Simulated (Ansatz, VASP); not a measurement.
## Two plane-wave programs on MgO

File POSCAR:

```
MgO
1.0
    2.7482204712      0.0000000000      0.0000000000
    0.0000000000      2.7482204712      0.0000000000
    0.0000000000      0.0000000000      2.6233490561
Mg O
1 1
Direct
    0.0000000000      0.0000000000      0.0000000000
    0.5000000000      0.5000000000      0.5000000000
```

Contents of INCAR.step1:

```
SYSTEM = MgO
ALGO = Normal
EDIFF = 1E-5
ENCUT = 520
GGA = PE
ISIF = 2
ISMEAR = 0
LASPH = .True.
LCHARG = .False.
LREAL = .False.
LWAVE = .True.
NBANDS = 11
NELM = 60
PREC = Accurate
SIGMA = 0.01
```

INCAR.step2

```
SYSTEM = MgO
ALGO = Normal
EDIFF = 1E-7
ENCUT = 520
GGA = PE
HFSCREEN = 0.2079
ISIF = 2
ISMEAR = 0
ISTART = 1
LASPH = .True.
LCHARG = .False.
LHFCALC = .True.
LREAL = .False.
LWAVE = .False.
NBANDS = 11
NELM = 60
PREC = Accurate
PRECFOCK = Normal
SIGMA = 0.01
```

KPOINTS

```
k-points
0
Gamma
  6 6 6
  0 0 0
```

Input for Ansatz:

```yaml
crystal:
  lattice:
    - [2.7482204712, 0.0, 0.0]
    - [0.0, 2.7482204712, 0.0]
    - [0.0, 0.0, 2.6233490561]
  atoms:
    - { symbol: Mg, position: [0.0, 0.0, 0.0] }
    - { symbol: O, position: [0.5, 0.5, 0.5] }
kpoints:
  mp_grid: { grid: [6, 6, 6] }
  band_path:
    path: [[0.0, 0.0, 0.0], [0.0, 0.5, 0.0], [0.5, 0.5, 0.0], [0.5, 0.5, 0.5]]
    npoints: 1
hamiltonian:
  xc: hse06
scf:
  occupations: { method: fixed }
  n_extra_bands: 4
output:
  forces: true
  stress: true
  eigenvalues: true
```

Change from the starting cell: biaxial_xy strain +4.8%.

Alike in both runs: task single point; functional HSE06; k mesh 6 × 6 × 6; no spin polarisation.

|  | VASP | Ansatz |
| --- | --- | --- |
| version | VASP 6.6.1 | Ansatz 0.2.0 |
| potentials or method | VASP PAW PBE potentials, release 64 (Mg, O) | plane waves, PAW |
| plane-wave cutoff (eV) | 520 | 420 |
| occupations | gaussian, width 0.01 eV | fixed |
| valence electrons in the cell | 8 | 16 |

Ansatz gave:

| Property | Result |
| --- | --- |
| gap on the k mesh at the Fermi level (eV) | 2.95 |
| pressure (GPa) | -12.5 |
| traceless stress, the component that is largest in VASP (GPa) | 18.51 |

**Question.** Which values does VASP return?

**Answer.** gap on the k mesh at the Fermi level (eV): 2.89; pressure (GPa): -13.0; traceless stress, the component that is largest in VASP (GPa): 18.54.

VASP's potentials hold 8 valence electrons a cell and Ansatz's 16, so a difference there can come from the potentials and not from the codes. Ansatz's warnings: stress exchange threshold loose, stress scf threshold loose.
